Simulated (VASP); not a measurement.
**Zr: single point with PBEsol**

Zr:

```
Zr
1.0
    -1.52572    1.52572    1.52572
     1.52572   -1.52572    1.52572
     1.52572    1.52572   -1.52572
Zr
1
Direct
  0.00000 0.00000 0.00000
```

```json
{
 "Program": "VASP 6.6.1",
 "Task": "single point",
 "Functional": "PBEsol",
 "Potentials or basis": "VASP PAW PBE potentials, release 64 (Zr_sv)",
 "Cutoff": "520 eV",
 "k mesh": "15 × 15 × 15, shifted",
 "Occupations": "fermi-dirac, width 0.08 eV",
 "Spin": "no spin polarisation",
 "Dipole correction": "no",
 "Further INCAR settings": "ALGO = Normal; EDIFF = 1e-06; NBANDS = 12"
}
```

```json
{"Pressure": "82.4 GPa", "Band gap on the k mesh": "zero (band 6 reaches 16.29 eV, above the bottom of band 7 at 13.99 eV)"}
```

Levels at points of the mesh, in eV from the Fermi level:
| k point | band 3 | band 4 | band 5 | band 6 | band 7 | band 8 | band 9 | band 10 |
| --- | --- | --- | --- | --- | --- | --- | --- | --- |
| (0.50, 0.50, 0.50) | -26.60 | -26.60 | -5.34 | -5.34 | 9.55 | 9.55 | 9.55 | 12.44 |

It took 25 s on 1 thread of Intel Xeon 8259CL (shared host), peak memory 0.14 GiB.

Caveat: the PAW data sets were made with another functional, which shifts forces and pressure a little.
